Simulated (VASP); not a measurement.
# AlN in VASP: a series of runs

The runs below take AlN through single point, with PBE, LDA.

All numbers are computed with VASP 6.6.1; they aren't measurements. Logs are shortened: lines on timing, memory, paths and dates and some standing lists are left out, and cuts for length are marked.

## 1. The cell of the first run

The typed cell holds 16 atoms: a = 6.260 Å, b = 6.260 Å, c = 5.017 Å, α = 90.00°, β = 90.00°, γ = 120.00°.

## 2. Single point, PBE

File INCAR:

```
ALGO     = Normal         # electronic algorithm
EDIFF    = 1E-6           # SCF threshold, eV
ENCUT    = 600            # plane-wave cutoff, eV
GGA      = PE             # functional
GGA_COMPAT= F            
ISIF     = 2              # what is computed and relaxed
ISMEAR   = 0              # smearing method
ISYM     = 0            
LASPH    = T              # aspherical terms in the spheres
LCHARG   = F              # write CHGCAR
LREAL    = F              # projectors in reciprocal space
LWAVE    = F              # write WAVECAR
NBANDS   = 46             # bands
NELM     = 120            # most SCF steps
PREC     = Accurate       # precision mode
SIGMA    = 0.01           # smearing width, eV
```

File KPOINTS:

```
Automatic mesh
0
Gamma
  1 1 2
  0.25 0.25 0.25
```

File POSCAR:

```
AlN
1.0
    6.2595139415      0.0000000589      0.0000000000
   -3.1297570217      5.4208980593      0.0000000000
    0.0000000000      0.0000000000      5.0174032450
Al N
8 8
Direct
    0.3335524028      0.1664661886      0.5000247791
    0.1664661886      0.3335524028      1.0000247791
    0.3335524028      0.6664661886      0.5000247791
    0.1664661886      0.8335524028      1.0000247791
    0.8335524028      0.1664661886      0.5000247791
    0.6664661886      0.3335524028      1.0000247791
    0.8335524028      0.6664661886      0.5000247791
    0.6664661886      0.8335524028      1.0000247791
    0.3319615442      0.1680198643      0.8799752209
    0.1680198643      0.3319615442      0.3799752209
    0.3319615442      0.6680198643      0.8799752209
    0.1680198643      0.8319615442      0.3799752209
    0.8319615442      0.1680198643      0.8799752209
    0.6680198643      0.3319615442      0.3799752209
    0.8319615442      0.6680198643      0.8799752209
    0.6680198643      0.8319615442      0.3799752209
```

Potentials or basis: VASP PAW PBE potentials, release 64 (Al, N).

Launch:

```bash
> cat potpaw_PBE.64/Al/POTCAR potpaw_PBE.64/N/POTCAR > POTCAR
> mpirun -np 1 vasp_std > vasp.out
```

OUTCAR:

```text
EDIFF = 1E-6
   ENCUT = 600
   GGA = PE
   ISIF = 2
   ISMEAR = 0
   ISYM = 0
   LASPH = T
   LREAL = F
   NELM = 120
   PREC = Accurate

 ion  position               nearest neighbor table
   1  0.334  0.166  0.500-  10 1.89   9 1.91  14 1.91  12 1.91   6 3.09   6 3.09   4 3.09   4 3.09
                             2 3.09   2 3.09   5 3.13   5 3.13   3 3.13   3 3.13   7 3.13   7 3.13
   2  0.166  0.334  0.000-   9 1.89  10 1.91  11 1.91  13 1.91   5 3.09   5 3.09   3 3.09   3 3.09
                             1 3.09   1 3.09   6 3.13   6 3.13   4 3.13   4 3.13   8 3.13   8 3.13
   3  0.334  0.666  0.500-  12 1.89  11 1.91  16 1.91  10 1.91   8 3.09   8 3.09   2 3.09   2 3.09
                             4 3.09   4 3.09   7 3.13   7 3.13   1 3.13   1 3.13   5 3.13   5 3.13
   4  0.166  0.834  0.000-  11 1.89  12 1.91   9 1.91  15 1.91   7 3.09   7 3.09   1 3.09   1 3.09
                             3 3.09   3 3.09   8 3.13   8 3.13   2 3.13   2 3.13   6 3.13   6 3.13
   5  0.834  0.166  0.500-  14 1.89  13 1.91  10 1.91  16 1.91   2 3.09   2 3.09   8 3.09   8 3.09
                             6 3.09   6 3.09   1 3.13   1 3.13   7 3.13   7 3.13   3 3.13   3 3.13
   6  0.666  0.334  0.000-  13 1.89  14 1.91  15 1.91   9 1.91   1 3.09   1 3.09   7 3.09   7 3.09
                             5 3.09   5 3.09   2 3.13   2 3.13   8 3.13   8 3.13   4 3.13   4 3.13
   7  0.834  0.666  0.500-  16 1.89  15 1.91  12 1.91  14 1.91   4 3.09   4 3.09   6 3.09   6 3.09
                             8 3.09   8 3.09   3 3.13   3 3.13   5 3.13   5 3.13   1 3.13   1 3.13
   8  0.666  0.834  0.000-  15 1.89  16 1.91  13 1.91  11 1.91   3 3.09   3 3.09   5 3.09   5 3.09
                             7 3.09   7 3.09   4 3.13   4 3.13   6 3.13   6 3.13   2 3.13   2 3.13
   9  0.332  0.168  0.880-   2 1.89   1 1.91   4 1.91   6 1.91
  10  0.168  0.332  0.380-   1 1.89   2 1.91   5 1.91   3 1.91
  11  0.332  0.668  0.880-   4 1.89   3 1.91   2 1.91   8 1.91
  12  0.168  0.832  0.380-   3 1.89   4 1.91   7 1.91   1 1.91
  13  0.832  0.168  0.880-   6 1.89   5 1.91   8 1.91   2 1.91
  14  0.668  0.332  0.380-   5 1.89   6 1.91   1 1.91   7 1.91
  15  0.832  0.668  0.880-   8 1.89   7 1.91   6 1.91   4 1.91
  16  0.668  0.832  0.380-   7 1.89   8 1.91   3 1.91   5 1.91

IMPORTANT INFORMATION: All symmetrisations will be switched off!
NOSYMM: (Re-)initialisation of all symmetry stuff for point group C_1.

----------------------------------------------------------------------------------------

                                     Primitive cell

  volume of cell :     170.2515

  direct lattice vectors                    reciprocal lattice vectors
     6.259513941  0.000000059  0.000000000     0.159756812  0.092235641  0.000000000
    -3.129757022  5.420898059  0.000000000    -0.000000002  0.184471278  0.000000000
     0.000000000  0.000000000  5.017403245     0.000000000  0.000000000  0.199306285

  length of vectors
     6.259513941  6.259513942  5.017403245     0.184471278  0.184471278  0.199306285

[... 110 lines left out ...]
   ISMEAR =     0;   SIGMA  =   0.01  broadening in eV -4-tet -1-fermi 0-gaus
   EFERMI_NEDOS =   21; number of points for ismear=-14 and -15
   IALGO  =     38    algorithm
   IMIX   =      4    mixing-type and parameters
     AMIX     =   0.40;   BMIX     =  1.00
     AMIX_MAG =   1.60;   BMIX_MAG =  1.00
  volume/ion in A,a.u.               =      10.64        71.81
  Fermi-wavevector in a.u.,A,eV,Ry     =   1.181511  2.232733 18.993310  1.395969
  Thomas-Fermi vector in A             =   2.317783
   LORBIT       =      0    0 simple, 1 ext, 2 COOP (PROOUT), +10 PAW based schemes
   GGA     = PE    functional components
   LHFCALC =     F    Hartree Fock is set to
   AEXX    =    0.0000 exact exchange contribution
   IVDW    =     0    specifies the selected vdW correction
   LEPSILON=     F    determine dielectric tensor
   LRPA    =     F    only Hartree local field effects (RPA)
 non-spin polarized calculation
 Gauss-broadening in eV      SIGMA  =   0.01
  energy-cutoff  :      600.00
  volume of cell :      170.25
 maximum number of plane-waves:      5678
   NGX = 25   NGY = 25   NGZ = 21

 number of electron      63.9999994 magnetization

 Free energy of the ion-electron system (eV)
  ---------------------------------------------------
  ext. energy  EPLUGINS =         0.00000000
  ---------------------------------------------------
  free energy    TOTEN  =      -120.66866093 eV

  energy without entropy =     -120.66866093  energy(sigma->0) =     -120.66866093

 E-fermi :   5.6703     XC(G=0): -10.8437

 val. band max:        5.5610116576   @ k =  -0.2500  -0.2500   0.1250
 cond. band min:      11.2965871776   @ k =   0.5000  -0.2500   0.1250
 fundamental gap:      5.7355755201
 Fermi energy:         5.6702650180

 k-point     1 :       0.2500    0.2500    0.1250
  band No.  band energies     occupation
      1      -8.5439      2.00000
      2      -7.9121      2.00000
      3      -7.9121      2.00000
      4      -6.8894      2.00000
      5      -6.8853      2.00000
      6      -6.6390      2.00000
[... 553 lines left out ...]
     43      14.7797      0.00000
     44      14.8957      0.00000
 [bands above 44 left out]

------------------------ aborting loop because EDIFF is reached ----------------------------------------

  FORCE on cell =-STRESS in cart. coord.  units (eV):
  Direction    XX          YY          ZZ          XY          YZ          ZX
  --------------------------------------------------------------------------------------
  -------------------------------------------------------------------------------------
  Total       -1.9182767     -2.9572518      2.4820994     -0.8997859     -0.0038079     -0.0021911
  in kB      -18.0522347    -27.8296678     23.3581743     -8.4675717     -0.0358348     -0.0206193
  external PRESSURE =      -7.5079094 kB  Pullay stress =       0.0000000 kB

 VOLUME and BASIS-vectors are now :
 -----------------------------------------------------------------------------
  energy-cutoff  :      600.00
  volume of cell :      170.25
      direct lattice vectors                 reciprocal lattice vectors
     6.259513941  0.000000059  0.000000000     0.159756812  0.092235641  0.000000000
    -3.129757022  5.420898059  0.000000000    -0.000000002  0.184471278  0.000000000
     0.000000000  0.000000000  5.017403245     0.000000000  0.000000000  0.199306285

 POSITION                                       TOTAL-FORCE (eV/Angst)
 -----------------------------------------------------------------------------------
      1.56688      0.90240      2.50883         0.115699     -0.068600      0.010593
     -0.00194      1.80815      0.00012        -0.117246      0.065899      0.010583
      0.00200      3.61285      2.50883         0.115723     -0.068574      0.010599
     -1.56682      4.51860      0.00012        -0.117272      0.065865      0.010588
      4.69663      0.90240      2.50883         0.115679     -0.068637      0.010575
      3.12782      1.80815      0.00012        -0.117250      0.065925      0.010598
[... 8 lines left out ...]
      3.11694      3.62127      4.41519         0.179254     -0.101672     -0.010580
      1.57764      4.50998      1.90649        -0.177669      0.104388     -0.010606
 -----------------------------------------------------------------------------------
    total drift:                               -0.000021      0.000023      0.002546

  FREE ENERGIE OF THE ION-ELECTRON SYSTEM (eV)
  ---------------------------------------------------
  free  energy   TOTEN  =      -120.6686609292 eV

  energy  without entropy=     -120.6686609292  energy(sigma->0) =     -120.66866093
```

It took 3.8 min on 1 thread of Intel Xeon 8259CL, shared host; peak memory 0.33 GiB.

What came out:

```yaml
Free_energy: -120.6687 eV
Pressure: -0.8 GPa
Largest_force: 0.206 eV/Å
Band_gap_on_the_k_mesh: 5.74 eV
```

Forces in eV/Å, atoms in the order of the input:
```
Al   0.116 -0.069  0.011
Al  -0.117  0.066  0.011
Al   0.116 -0.069  0.011
Al  -0.117  0.066  0.011
Al   0.116 -0.069  0.011
Al  -0.117  0.066  0.011
Al   0.116 -0.069  0.011
Al  -0.117  0.066  0.011
N    0.179 -0.102 -0.011
N   -0.178  0.104 -0.011
N    0.179 -0.102 -0.011
N   -0.178  0.104 -0.011
N    0.179 -0.102 -0.011
N   -0.178  0.104 -0.011
N    0.179 -0.102 -0.011
N   -0.178  0.104 -0.011
```

Levels at points of the mesh, in eV from the valence-band top:
```tsv
k point	band 30	band 31	band 32	band 33	band 34	band 35
(0.25, 0.25, 0.12)	-0.37	-0.26	0.00	5.79	6.35	6.80
```

Caveat: the k points lie up to 1.16 Å⁻¹ apart; a shifted mesh leaves out Γ, where band edges can lie.

## 3. Single point, LDA

File INCAR:

```
  PREC = Accurate
  ENCUT = 600
  EDIFF = 1E-6
  ISMEAR = -1
  SIGMA = 0.01
  LREAL = F
  LASPH = T
  NELM = 120
  ALGO = Normal
  ISIF = 2
  LWAVE = F
  LCHARG = F
  NBANDS = 46
  GGA_COMPAT = F
```

KPOINTS is that of step 2.

POSCAR: that of step 2 with these lines changed.

```diff
@@ -9,9 +9,9 @@
     0.3335524028      0.1664661886      0.5000247791
-    0.1664661886      0.3335524028      1.0000247791
     0.3335524028      0.6664661886      0.5000247791
-    0.1664661886      0.8335524028      1.0000247791
     0.8335524028      0.1664661886      0.5000247791
-    0.6664661886      0.3335524028      1.0000247791
     0.8335524028      0.6664661886      0.5000247791
-    0.6664661886      0.8335524028      1.0000247791
+    0.1664661886      0.3335524028      0.0000247791
+    0.1664661886      0.8335524028      0.0000247791
+    0.6664661886      0.3335524028      0.0000247791
+    0.6664661886      0.8335524028      0.0000247791
     0.3319615442      0.1680198643      0.8799752209
```

Potentials or basis: VASP PAW LDA potentials, release 64 (Al, N).

Launch:

```bash
> cat potpaw_LDA.64/Al/POTCAR potpaw_LDA.64/N/POTCAR > POTCAR
> mpirun -np 1 vasp_std > vasp.out
```

It took 2 min on 1 thread of Intel Xeon 8259CL, shared host; peak memory 0.26 GiB.

Results (log left out):

```
Free energy            : -132.7730 eV
Pressure               : -8.1 GPa
Largest force          : 0.204 eV/Å
Band gap on the k mesh : 5.59 eV
```

Forces in eV/Å, atoms in the order of the input:
```
Al   0.111 -0.066  0.019
Al   0.111 -0.066  0.019
Al   0.111 -0.066  0.019
Al   0.111 -0.066  0.019
Al  -0.113  0.063  0.019
Al  -0.113  0.063  0.019
Al  -0.113  0.063  0.019
Al  -0.113  0.063  0.019
N    0.176 -0.100 -0.019
N   -0.175  0.103 -0.019
N    0.176 -0.100 -0.019
N   -0.175  0.103 -0.019
N    0.176 -0.100 -0.019
N   -0.175  0.103 -0.019
N    0.176 -0.100 -0.019
N   -0.175  0.103 -0.019
```

Stress tensor (GPa, compression positive):
```
 -9.16  -0.80   0.00
 -0.80 -10.08   0.00
  0.00   0.00  -4.93
```

Levels at points of the mesh, in eV from the valence-band top:
| k point | band 30 | band 31 | band 32 | band 33 | band 34 | band 35 |
| --- | --- | --- | --- | --- | --- | --- |
| (0.25, 0.25, 0.12) | -0.38 | -0.27 | 0.00 | 5.64 | 6.33 | 6.70 |

Caveat: the k points lie up to 1.16 Å⁻¹ apart; a shifted mesh leaves out Γ, where band edges can lie.

(Continued in part 2 of 2.)
